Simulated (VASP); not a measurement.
Input of a VASP 6.6.1 run:

INCAR

```
SYSTEM = Zn
PREC     = Accurate       ! precision mode
ENCUT    = 600            ! plane-wave cutoff, eV
EDIFF    = 1E-6           ! SCF threshold, eV
ISMEAR   = -1             ! smearing method
SIGMA    = 0.05           ! smearing width, eV
LREAL    = .FALSE.        ! projectors in reciprocal space
LASPH    = .TRUE.         ! aspherical terms in the spheres
NELM     = 60             ! most SCF steps
ALGO     = Fast           ! electronic algorithm
ISIF     = 3              ! what is computed and relaxed
LWAVE    = .FALSE.        ! write WAVECAR
LCHARG   = .FALSE.        ! write CHGCAR
GGA      = PS             ! functional
IBRION   = 2              ! ionic algorithm
NSW      = 60             ! ionic steps
EDIFFG   = -0.01          ! ionic threshold
```

Contents of KPOINTS:

```
regular mesh
0
G
  12 12 4
  0 0 0
```

POSCAR

```
Zn
1.0
    2.2681701736     -1.3084870100      0.0000000000
    2.2681701736      1.3084870100      0.0000000000
   -1.5917165425      0.0000000000      7.3004081919
Zn
3
Direct
    0.7780178600      0.7780178600      0.3345049800
    0.2219821400      0.2219821400      0.6654950200
    0.0000000000      0.0000000000      0.0000000000
```

Potentials or basis: VASP PAW PBE potentials, release 64 (Zn).

Launch:

```bash
$ cat potpaw_PBE.64/Zn/POTCAR > POTCAR
$ mpirun -np 1 vasp_std > vasp.out
```

Question: What does it give for the relaxed cell?

Answer: a = 2.577 Å, b = 2.577 Å, c = 7.718 Å, α = 99.57°, β = 99.57°, γ = 59.91°.

Question: What does it give for the band gap on the k mesh?

Answer: Zero (bands 18 and 19 overlap by 4.56 eV).

Question: Estimate the relaxed volume.

Answer: 14.51 Å³/atom.

Question: Predict the space group after relaxing (to 0.1 Å).

Answer: R-3m (No. 166).

Stress tensor (GPa, compression positive):
```
-0.07  0.00 -0.01
 0.00  0.07  0.00
-0.01  0.00  0.06
```

Caveat: the PAW data sets were made with another functional, which shifts forces and pressure a little.
